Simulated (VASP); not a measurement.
# CaO (Cmcm) in VASP: notebook

Runs on CaO. Level: PBE. Tasks: single point.

All numbers are computed with VASP 6.6.1; they aren't measurements. Logs are shortened: lines on timing, memory, paths and dates and some standing lists are left out, and cuts for length are marked.

### 1 The cell of the first run

The structure is orthorhombic, space group Cmcm (No. 63). The conventional cell has a = 3.631 Å, b = 7.306 Å, c = 5.000 Å, α = 90.00°, β = 90.00°, γ = 90.00°. Within 2.9 Å of Ca (site symmetry m2m) lie 5 O at 2.19 to 2.50 Å. O (site symmetry m2m) has 5 Ca at 2.19 to 2.50 Å within 2.9 Å.

### 2 Single point, PBE

INCAR

```
ALGO     = Normal         # electronic algorithm
EDIFF    = 1E-6           # SCF threshold, eV
ENCUT    = 520            # plane-wave cutoff, eV
GGA      = PE             # functional
ISIF     = 2              # what is computed and relaxed
ISMEAR   = 0              # smearing method
LASPH    = True           # aspherical terms in the spheres
LCHARG   = True           # write CHGCAR
LELF     = True           # ELF
LREAL    = False          # projectors in reciprocal space
LVHAR    = True         
LWAVE    = False          # write WAVECAR
NBANDS   = 24             # bands
NELM     = 80             # most SCF steps
PREC     = Accurate       # precision mode
SIGMA    = 0.05           # smearing width, eV
```

KPOINTS

```
k-points
0
Gamma
  9 9 6
```

POSCAR

```
CaO
1.0
    3.6310379218      0.0000000000      0.0000000000
   -1.8155189609      3.6530017879      0.0000000000
    0.0000000000      0.0000000000      5.0000688124
Ca O
2 2
Direct
    0.3333333333      0.6666666667      0.7500000000
    0.6666666667      0.3333333333      0.2500000000
    0.3333333333      0.6666666667      0.2500000000
    0.6666666667      0.3333333333      0.7500000000
```

Potentials or basis: VASP PAW PBE potentials, release 64 (Ca_sv, O).

On the command line:

```console
cat potpaw_PBE.64/Ca_sv/POTCAR potpaw_PBE.64/O/POTCAR > POTCAR
mpirun -np 1 vasp_std > vasp.out
```

OUTCAR:

```text
EDIFF = 1E-6
   ENCUT = 520
   GGA = PE
   ISIF = 2
   ISMEAR = 0
   LASPH = True
   LREAL = False
   NELM = 80
   PREC = Accurate

 ion  position               nearest neighbor table
   1  0.333  0.667  0.750-   4 2.19   4 2.19   4 2.44   3 2.50   3 2.50
   2  0.667  0.333  0.250-   3 2.19   3 2.19   3 2.44   4 2.50   4 2.50
   3  0.333  0.667  0.250-   2 2.19   2 2.19   2 2.44   1 2.50   1 2.50
   4  0.667  0.333  0.750-   1 2.19   1 2.19   1 2.44   2 2.50   2 2.50

  LATTYP: Found a base centered orthorhombic cell.
 ALAT       =     3.6310379218
 B/A-ratio  =     2.0120978445
 C/A-ratio  =     1.3770356906

  Lattice vectors:

 A1 = (   1.8155189609,  -3.6530017879,   0.0000000000)
 A2 = (   1.8155189609,   3.6530017879,   0.0000000000)
 A3 = (   0.0000000000,   0.0000000000,   5.0000688124)

Analysis of symmetry for initial positions (statically):
=====================================================================
 Subroutine PRICEL returns:
 Original cell was already a primitive cell.

 Routine SETGRP: Setting up the symmetry group for a
 base centered orthorhombic supercell.

 Subroutine GETGRP returns: Found  8 space group operations
 (whereof  4 operations were pure point group operations)
 out of a pool of  8 trial point group operations.

The static configuration has the point symmetry C_2h.
 The point group associated with its full space group is D_2h.

Analysis of symmetry for dynamics (positions and initial velocities):
=====================================================================
 Subroutine PRICEL returns:
 Original cell was already a primitive cell.

 Routine SETGRP: Setting up the symmetry group for a
 base centered orthorhombic supercell.

 Subroutine GETGRP returns: Found  8 space group operations
 (whereof  4 operations were pure point group operations)
 out of a pool of  8 trial point group operations.

The dynamic configuration has the point symmetry C_2h.
 The point group associated with its full space group is D_2h.

 Subroutine INISYM returns: Found  8 space group operations
 (whereof  4 operations are pure point group operations),
 and found     1 'primitive' translations

----------------------------------------------------------------------------------------

                                     Primitive cell

  volume of cell :      66.3219

[... 85 lines left out ...]
   ICHARG =      2    charge: 1-file 2-atom 10-const
   ISPIN  =      1    spin polarized calculation?
   LNONCOLLINEAR =      F non collinear calculations
   LSORBIT =      F    spin-orbit coupling
   LASPH  =      T    aspherical Exc in radial PAW
   ENCUT  =  520.0 eV  38.22 Ry    6.18 a.u.   6.75  7.58  9.30*2*pi/ulx,y,z
   NELM   =     80;   NELMIN=  2; NELMDL= -5     # of ELM steps
   EDIFF  = 0.1E-05   stopping-criterion for ELM
   LREAL  =      F    real-space projection
   EDIFFG = 0.1E-04   stopping-criterion for IOM
   NSW    =      0    number of steps for IOM
   IBRION =     -1    ionic relax: 0-MD 1-quasi-New 2-CG
   NFREE  =      0    steps in history (QN), initial steepest desc. (CG)
   ISIF   =      2    stress and relaxation
   ISYM   =      2    0-nonsym 1-usesym 2-fastsym
   POTIM  = 0.5000    time-step for ionic-motion
   TEBEG  =    0.0;   TEEND  =   0.0 temperature during run
   PSTRESS=    0.0 pullay stress
   NELECT =      32.0000    total number of electrons
   NUPDOWN=      -1.0000    fix difference up-down
   EMIN   =  10.00;   EMAX   =-10.00  energy-range for DOS
   EFERMI =   0.00;   METHOD = LEGACY
   ISMEAR =     0;   SIGMA  =   0.05  broadening in eV -4-tet -1-fermi 0-gaus
   EFERMI_NEDOS =   21; number of points for ismear=-14 and -15
   IALGO  =     38    algorithm
   IMIX   =      4    mixing-type and parameters
     AMIX     =   0.40;   BMIX     =  1.00
     AMIX_MAG =   1.60;   BMIX_MAG =  1.00
  volume/ion in A,a.u.               =      16.58       111.89
  Fermi-wavevector in a.u.,A,eV,Ry     =   1.284022  2.426451 22.432110  1.648714
  Thomas-Fermi vector in A             =   2.416241
   LORBIT       =      0    0 simple, 1 ext, 2 COOP (PROOUT), +10 PAW based schemes
   GGA     = PE    functional components
   LHFCALC =     F    Hartree Fock is set to
   AEXX    =    0.0000 exact exchange contribution
   IVDW    =     0    specifies the selected vdW correction
   LEPSILON=     F    determine dielectric tensor
   LRPA    =     F    only Hartree local field effects (RPA)
 non-spin polarized calculation
 Gauss-broadening in eV      SIGMA  =   0.05
  energy-cutoff  :      520.00
  volume of cell :       66.32
 maximum number of plane-waves:      1809
   NGX = 13   NGY = 15   NGZ = 19

 number of electron      31.9999994 magnetization

 Free energy of the ion-electron system (eV)
  ---------------------------------------------------
  ext. energy  EPLUGINS =         0.00000000
  ---------------------------------------------------
  free energy    TOTEN  =       -25.08412339 eV

  energy without entropy =      -25.08412339  energy(sigma->0) =      -25.08412339

 E-fermi :   1.4015     XC(G=0):  -9.3837

 val. band max:        1.2045075368   @ k =   0.0000   0.0000   0.0000
 cond. band min:       4.5152595224   @ k =   0.0000   0.0000   0.0000
 fundamental gap:      3.3107519856
 Fermi energy:         1.4014681599

 k-point     1 :       0.0000    0.0000    0.0000
  band No.  band energies     occupation
      1     -36.3348      2.00000
      2     -36.2230      2.00000
      3     -17.6849      2.00000
      4     -17.4530      2.00000
      5     -17.3979      2.00000
      6     -17.3061      2.00000
[... 637 lines left out ...]
     23       9.5251      0.00000
     24       9.6194      0.00000

 [... further k-points ...]
[... 5 lines left out ...]
  --------------------------------------------------------------------------------------
  -------------------------------------------------------------------------------------
  Total        4.6863466     -0.4647071     -1.5131773      0.0000000     -0.0000000      0.0000000
  in kB      113.2109244    -11.2262129    -36.5547435      0.0000000     -0.0000000      0.0000000
  external PRESSURE =      21.8099893 kB  Pullay stress =       0.0000000 kB

 VOLUME and BASIS-vectors are now :
 -----------------------------------------------------------------------------
  energy-cutoff  :      520.00
  volume of cell :       66.32
      direct lattice vectors                 reciprocal lattice vectors
     3.631037922  0.000000000  0.000000000     0.275403348  0.136873735  0.000000000
    -1.815518961  3.653001788  0.000000000     0.000000000  0.273747471  0.000000000
     0.000000000  0.000000000  5.000068812     0.000000000  0.000000000  0.199997248

 POSITION                                       TOTAL-FORCE (eV/Angst)
 -----------------------------------------------------------------------------------
     -0.00000      2.43533      3.75005         0.000000      0.921010      0.000000
      1.81552      1.21767      1.25002         0.000000     -0.921010      0.000000
     -0.00000      2.43533      1.25002         0.000000      0.751944     -0.000000
      1.81552      1.21767      3.75005        -0.000000     -0.751944     -0.000000
 -----------------------------------------------------------------------------------
    total drift:                               -0.000000      0.000000     -0.000000

  FREE ENERGIE OF THE ION-ELECTRON SYSTEM (eV)
  ---------------------------------------------------
  free  energy   TOTEN  =       -25.0841233929 eV

  energy  without entropy=      -25.0841233929  energy(sigma->0) =      -25.08412339
```

OSZICAR:

```text
N       E                     dE             d eps       ncg     rms          rms(c)
DAV:   1     0.323560685057E+03    0.32356E+03   -0.16500E+04  4808   0.133E+03
DAV:   2    -0.244328369903E+01   -0.32600E+03   -0.30875E+03  5512   0.387E+02
DAV:   3    -0.289242438990E+02   -0.26481E+02   -0.26267E+02  7768   0.104E+02
DAV:   4    -0.298719050297E+02   -0.94766E+00   -0.94575E+00  6744   0.176E+01
DAV:   5    -0.298956423466E+02   -0.23737E-01   -0.23736E-01  6816   0.210E+00    0.132E+01
DAV:   6    -0.251960730514E+02    0.46996E+01   -0.22284E+01  6680   0.305E+01    0.548E+00
DAV:   7    -0.251214183389E+02    0.74655E-01   -0.25682E+00  6240   0.107E+01    0.285E+00
DAV:   8    -0.250932985102E+02    0.28120E-01   -0.38513E-01  6448   0.475E+00    0.980E-01
DAV:   9    -0.250804141917E+02    0.12884E-01   -0.11220E-01  6232   0.206E+00    0.234E-01
DAV:  10    -0.250840924159E+02   -0.36782E-02   -0.11103E-02  5336   0.734E-01    0.135E-01
DAV:  11    -0.250843277237E+02   -0.23531E-03   -0.63276E-03  6200   0.446E-01    0.114E-01
DAV:  12    -0.250841187735E+02    0.20895E-03   -0.13039E-03  5536   0.254E-01    0.105E-02
DAV:  13    -0.250841218919E+02   -0.31184E-05   -0.54085E-05  6280   0.585E-02    0.494E-03
DAV:  14    -0.250841236720E+02   -0.17802E-05   -0.55065E-06  5272   0.159E-02    0.241E-03
DAV:  15    -0.250841233929E+02    0.27914E-06   -0.42692E-07  4568   0.554E-03
   1 F= -.25084123E+02 E0= -.25084123E+02  d E =-.105856E-10
```

stdout:

```text
POSCAR found type information on POSCAR CaO
 POSCAR found :  2 types and       4 ions
 scaLAPACK will be used
 LDA part: xc-table for (Slater+PW92), standard interpolation
 POSCAR, INCAR and KPOINTS ok, starting setup
 FFT: planning ... GRIDC
 FFT: planning ... GRID_SOFT
 FFT: planning ... GRID
 WAVECAR not read
 entering main loop
```

It took 89 s on 1 thread of Intel Xeon 6975P-C (Granite Rapids), shared host; peak memory 0.27 GiB.

Results:

* Free energy: -25.0841 eV
* Pressure: 2.2 GPa
* Largest force: 0.921 eV/Å
* Band gap on the k mesh: 3.31 eV, direct

Forces on the atoms (eV/Å):
```
Ca   0.000  0.921  0.000
Ca   0.000 -0.921  0.000
O    0.000  0.752  0.000
O    0.000 -0.752  0.000
```

Stress tensor (GPa, compression positive):
```
11.32  0.00  0.00
 0.00 -1.12  0.00
 0.00  0.00 -3.66
```

Caveat: the cell differs from its parent crystal (strain +e along x and -e along y -0.0733, strain +e along z and -e/2 along x and y +0.0400).

[end of part 1 of 5]
